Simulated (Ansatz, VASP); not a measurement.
## BAs in VASP and in Ansatz

INCAR

```
SYSTEM = BAs
  PREC = Accurate
  ENCUT = 520
  EDIFF = 1E-8
  ISMEAR = -1
  SIGMA = 0.08
  LREAL = .False.
  LASPH = .True.
  NELM = 80
  ALGO = Normal
  ISIF = 2
  LWAVE = .False.
  LCHARG = .False.
  GGA = PE
  LEFG = .True.
  NBANDS = 11
```

Contents of KPOINTS:

```
Automatic mesh
0
Gamma
  15 15 15
  0 0 0
```

File POSCAR:

```
BAs
1.0
    0.0000000000      2.3559877699      2.3559877699
    2.3559877699      0.0000000000      2.3559877699
    2.3559877699      2.3559877699      0.0000000000
B As
1 1
Direct
    0.0000000000      0.0000000000      0.0000000000
    0.2500000000      0.2500000000      0.2500000000
```

Input for Ansatz:

```yaml
crystal:
  lattice:
    - [0.0, 2.3559877699, 2.3559877699]
    - [2.3559877699, 0.0, 2.3559877699]
    - [2.3559877699, 2.3559877699, 0.0]
  atoms:
    - { symbol: B, position: [0.0, 0.0, 0.0] }
    - { symbol: As, position: [0.25, 0.25, 0.25] }
kpoints:
  mp_grid: { grid: [15, 15, 15] }
scf:
  occupations: { method: fermi_dirac, width: 0.08 }
hamiltonian:
  xc: pbe
  pseudopotentials: { kind: all_electron, datasets: crystal }
output:
  forces: true
  stress: true
  eigenvalues: true
  efg: { contact_densities: true }
```

Change from the starting cell: volume scaled by 0.9405, crystal datasets.

Alike in both runs: task electric field gradients; functional PBE; k mesh 15 × 15 × 15; occupations fermi-dirac, width 0.08 eV; no spin polarisation.

|  | VASP | Ansatz |
| --- | --- | --- |
| version | VASP 6.6.1 | Ansatz 0.2.0 |
| potentials or method | VASP PAW PBE potentials, release 64 (B, As), cutoff 520 eV | all-electron PAW with datasets made for the crystal, scalar-relativistic |

VASP gave:

| Quantity | Value |
| --- | --- |
| pressure (GPa) | 10.0 |

Q: What did Ansatz give for the same quantities?

A: Pressure (GPa): 9.1.

Ansatz ran all-electron here, and VASP with PAW potentials.
